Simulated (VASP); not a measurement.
# MgO (Fm-3m) in VASP: further runs, part 2 of 2

VASP 6.6.1.

### Step 4. Single point, PBE

Input file INCAR:

```
PREC     = Accurate       # precision mode
ENCUT    = 600            # plane-wave cutoff, eV
EDIFF    = 1E-6           # SCF threshold, eV
ISMEAR   = 0              # smearing method
SIGMA    = 0.01           # smearing width, eV
LREAL    = F              # projectors in reciprocal space
LASPH    = T              # aspherical terms in the spheres
NELM     = 120            # most SCF steps
ALGO     = Normal         # electronic algorithm
ISIF     = 2              # what is computed and relaxed
LWAVE    = F              # write WAVECAR
LCHARG   = F              # write CHGCAR
GGA      = PE             # functional
NBANDS   = 11             # bands
GGA_COMPAT= F
```

Input file KPOINTS:

```
regular mesh
0
Gamma
  9 9 9
```

Input file POSCAR:

```
MgO
1.0
    0.0000000000      2.1380000000      2.1380000000
    2.1380000000      0.0000000000      2.1380000000
    2.1380000000      2.1380000000      0.0000000000
Mg O
1 1
Direct
    0.0000000000      0.0000000000      0.0000000000
    0.5000000000      0.5000000000      0.5000000000
```

Potentials or basis: VASP PAW PBE potentials, release 64 (Mg, O).

On the command line:

```console
cat potpaw_PBE.64/Mg/POTCAR potpaw_PBE.64/O/POTCAR > POTCAR
mpirun -np 1 vasp_std > vasp.out
```

OUTCAR:

```text
PREC = Accurate
   ENCUT = 600
   EDIFF = 1E-6
   ISMEAR = 0
   LREAL = F
   LASPH = T
   NELM = 120
   ISIF = 2
   GGA = PE

 ion  position               nearest neighbor table
   1  0.000  0.000  0.000-   2 2.14   2 2.14   2 2.14   2 2.14   2 2.14   2 2.14
   2  0.500  0.500  0.500-   1 2.14   1 2.14   1 2.14   1 2.14   1 2.14   1 2.14

  LATTYP: Found a face centered cubic cell.
 ALAT       =     4.2760000000

  Lattice vectors:

 A1 = (   0.0000000000,   2.1380000000,   2.1380000000)
 A2 = (   2.1380000000,   0.0000000000,   2.1380000000)
 A3 = (   2.1380000000,   2.1380000000,   0.0000000000)

Analysis of symmetry for initial positions (statically):
=====================================================================
 Subroutine PRICEL returns:
 Original cell was already a primitive cell.

 Routine SETGRP: Setting up the symmetry group for a
 face centered cubic supercell.

 Subroutine GETGRP returns: Found 48 space group operations
 (whereof 48 operations were pure point group operations)
 out of a pool of 48 trial point group operations.

The static configuration has the point symmetry O_h .

Analysis of symmetry for dynamics (positions and initial velocities):
=====================================================================
 Subroutine PRICEL returns:
 Original cell was already a primitive cell.

 Routine SETGRP: Setting up the symmetry group for a
 face centered cubic supercell.

 Subroutine GETGRP returns: Found 48 space group operations
 (whereof 48 operations were pure point group operations)
 out of a pool of 48 trial point group operations.

The dynamic configuration has the point symmetry O_h .

 Subroutine INISYM returns: Found 48 space group operations
 (whereof 48 operations are pure point group operations),
 and found     1 'primitive' translations

----------------------------------------------------------------------------------------

[... 118 lines left out ...]
   LHFCALC =     F    Hartree Fock is set to
   AEXX    =    0.0000 exact exchange contribution
   IVDW    =     0    specifies the selected vdW correction
   LEPSILON=     F    determine dielectric tensor
   LRPA    =     F    only Hartree local field effects (RPA)
 non-spin polarized calculation
 Gauss-broadening in eV      SIGMA  =   0.01
  energy-cutoff  :      600.00
  volume of cell :       19.55
 maximum number of plane-waves:       663
   NGX = 13   NGY = 13   NGZ = 13

 number of electron       8.0000002 magnetization

 Free energy of the ion-electron system (eV)
  ---------------------------------------------------
  ext. energy  EPLUGINS =         0.00000000
  ---------------------------------------------------
  free energy    TOTEN  =       -11.91157672 eV

  energy without entropy =      -11.91157672  energy(sigma->0) =      -11.91157672

 E-fermi :   2.9914     XC(G=0): -10.8665

 val. band max:        2.8542340627   @ k =   0.0000   0.0000   0.0000
 cond. band min:       7.1538743628   @ k =   0.0000   0.0000   0.0000
 fundamental gap:      4.2996403001
 Fermi energy:         2.9914387078

 k-point     1 :       0.0000    0.0000    0.0000
  band No.  band energies     occupation
      1     -14.1833      2.00000
      2       2.8542      2.00000
      3       2.8542      2.00000
      4       2.8542      2.00000
      5       7.1539      0.00000
      6      18.3989      0.00000
      7      18.3989      0.00000
      8      18.3989      0.00000
      9      22.1963      0.00000
     10      23.9211      0.00000
     11      23.9211      0.00000
[... 309 lines left out ...]
 k-point    24 :       0.4444    0.4444    0.0000
  band No.  band energies     occupation
      1     -12.8126      2.00000
      2      -0.9818      2.00000
      3       1.6011      2.00000
      4       1.6011      2.00000
      5      12.0164      0.00000
      6      12.3184      0.00000
      7      15.4936      0.00000
      8      21.0668      0.00000
      9      21.0668      0.00000
     10      27.5229      0.00000
     11      28.7708      0.00000

 [... further k-points ...]

------------------------ aborting loop because EDIFF is reached ----------------------------------------

  FORCE on cell =-STRESS in cart. coord.  units (eV):
  Direction    XX          YY          ZZ          XY          YZ          ZX
  --------------------------------------------------------------------------------------
  -------------------------------------------------------------------------------------
  Total       -0.3996079     -0.3996079     -0.3996079     -0.0000000      0.0000000     -0.0000000
  in kB      -32.7560553    -32.7560553    -32.7560553     -0.0000000      0.0000000     -0.0000000
  external PRESSURE =     -32.7560553 kB  Pullay stress =       0.0000000 kB

 VOLUME and BASIS-vectors are now :
 -----------------------------------------------------------------------------
  energy-cutoff  :      600.00
  volume of cell :       19.55
      direct lattice vectors                 reciprocal lattice vectors
     0.000000000  2.138000000  2.138000000    -0.233863424  0.233863424  0.233863424
     2.138000000  0.000000000  2.138000000     0.233863424 -0.233863424  0.233863424
     2.138000000  2.138000000  0.000000000     0.233863424  0.233863424 -0.233863424

 POSITION                                       TOTAL-FORCE (eV/Angst)
 -----------------------------------------------------------------------------------
      0.00000      0.00000      0.00000         0.000000      0.000000     -0.000000
      2.13800      2.13800      2.13800        -0.000000     -0.000000      0.000000
 -----------------------------------------------------------------------------------
    total drift:                               -0.000000     -0.000000      0.000000

  FREE ENERGIE OF THE ION-ELECTRON SYSTEM (eV)
  ---------------------------------------------------
  free  energy   TOTEN  =       -11.9115767202 eV

  energy  without entropy=      -11.9115767202  energy(sigma->0) =      -11.91157672
```

OSZICAR:

```text
N       E                     dE             d eps       ncg     rms          rms(c)
DAV:   1     0.170924594494E+02    0.17092E+02   -0.48542E+03   858   0.725E+02
DAV:   2    -0.126463890319E+02   -0.29739E+02   -0.28970E+02   878   0.143E+02
DAV:   3    -0.134636181643E+02   -0.81723E+00   -0.81624E+00   919   0.207E+01
DAV:   4    -0.134657536890E+02   -0.21355E-02   -0.21355E-02   842   0.122E+00
DAV:   5    -0.134657605041E+02   -0.68151E-05   -0.68151E-05   899   0.683E-02    0.718E+00
DAV:   6    -0.119338226567E+02    0.15319E+01   -0.91289E+00   803   0.164E+01    0.231E+00
DAV:   7    -0.119178950254E+02    0.15928E-01   -0.64490E-02   848   0.224E+00    0.135E+00
DAV:   8    -0.119120456868E+02    0.58493E-02   -0.31701E-02   797   0.199E+00    0.256E-01
DAV:   9    -0.119116198489E+02    0.42584E-03   -0.60257E-04   878   0.174E-01    0.146E-01
DAV:  10    -0.119115760004E+02    0.43848E-04   -0.55244E-04   833   0.177E-01    0.799E-03
DAV:  11    -0.119115767202E+02   -0.71976E-06   -0.33136E-06   890   0.147E-02
   1 F= -.11911577E+02 E0= -.11911577E+02  d E =-.406531E-86
```

stdout:

```text
POSCAR found type information on POSCAR MgO
 POSCAR found :  2 types and       2 ions
 scaLAPACK will be used
 LDA part: xc-table for (Slater+PW92), standard interpolation
 POSCAR, INCAR and KPOINTS ok, starting setup
 FFT: planning ... GRIDC
 FFT: planning ... GRID_SOFT
 FFT: planning ... GRID
 WAVECAR not read
 entering main loop
```

It took 16 s on 1 thread of Intel Xeon 8259CL, shared host; peak memory 0.14 GiB.

Results:

| Quantity | Value |
| --- | --- |
| Free energy | -11.9116 eV |
| Pressure | -3.3 GPa |
| Band gap on the k mesh | 4.30 eV, direct |

A hybrid or GW would open this gap; PBE tends to underestimate it.

### Step 5. Overview

| k mesh | smearing | gap on the mesh (eV) | pressure (GPa) |
| --- | --- | --- | --- |
| 5 × 5 × 5 | gaussian 0.03 eV | 4.30 | -3.3 |
| 9 × 9 × 9 | gaussian 0.03 eV | 4.30 | -3.3 |
| 9 × 9 × 9 | gaussian 0.01 eV | 4.30 | -3.3 |

Alike in all rows: task single point; level PBE; potentials or basis VASP PAW PBE potentials, release 64 (Mg, O); no spin polarisation; cell as given; cutoff (eV) 600.

Caveats: some runs use coarse meshes.

Absolute energies hang on the potentials; compare differences alone.
